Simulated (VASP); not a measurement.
Pt: single point with r2SCAN

The system is Pt.

```xyz
1
Lattice="-1.6080 1.6080 1.6317 1.6080 -1.6080 1.6317 1.6080 1.6080 -1.6317" Properties=species:S:1:pos:R:3 pbc="T T T"
Pt    0.0000    0.0000    0.0000
```

This cell differs from its parent crystal: strain +0.015 along x and y, +0.030 along z.

* Program: VASP 6.6.1
* Task: single point
* Functional: r2SCAN
* Potentials or basis: VASP PAW PBE potentials, release 64 (Pt)
* Cutoff: 520 eV
* k mesh: 22 × 22 × 22
* Occupations: gaussian, width 0.15 eV
* Spin: no spin polarisation
* Dipole correction: no
* Further INCAR settings: ALGO = Normal; EDIFF = 1e-06; NBANDS = 11

| Property | Result |
| --- | --- |
| Pressure | -17.4 GPa |
| Band gap on the k mesh | zero (band 5 reaches 9.80 eV, above the bottom of band 6 at 7.73 eV) |

Stress tensor (GPa, compression positive):
```
-17.70   0.00   0.00
  0.00 -17.70   0.00
  0.00   0.00 -16.66
```

Levels at points of the mesh, in eV from the Fermi level:
| k point | band 1 | band 2 | band 3 | band 4 | band 5 | band 6 | band 7 | band 8 | band 9 | band 10 |
| --- | --- | --- | --- | --- | --- | --- | --- | --- | --- | --- |
| (0.00, 0.00, 0.00) | -9.03 | -3.28 | -3.28 | -3.17 | -1.06 | -0.92 | 17.90 | 18.19 | 18.19 | 26.93 |
| (0.50, 0.00, 0.00) | -6.14 | -4.52 | -1.21 | -0.74 | 0.66 | 0.96 | 6.02 | 14.11 | 16.15 | 24.75 |
| (0.50, 0.50, 0.00) | -6.12 | -4.65 | -1.06 | -0.68 | 0.75 | 0.99 | 6.15 | 13.92 | 15.79 | 24.57 |
| (0.50, 0.50, 0.50) | -5.65 | -5.64 | 0.47 | 0.51 | 0.51 | 7.66 | 8.11 | 8.11 | 12.46 | 18.81 |

Run time: 6 min on 1 thread of AMD EPYC 9R45 96-Core Processor (Zen 5) (shared host), peak memory 0.25 GiB.

Caveat: the cell differs from its parent crystal (strain +0.015 along x and y, +0.030 along z); the PAW data sets were made with another functional, which shifts forces and pressure a little; spin-orbit coupling is left out, which moves the levels of the heavy elements.
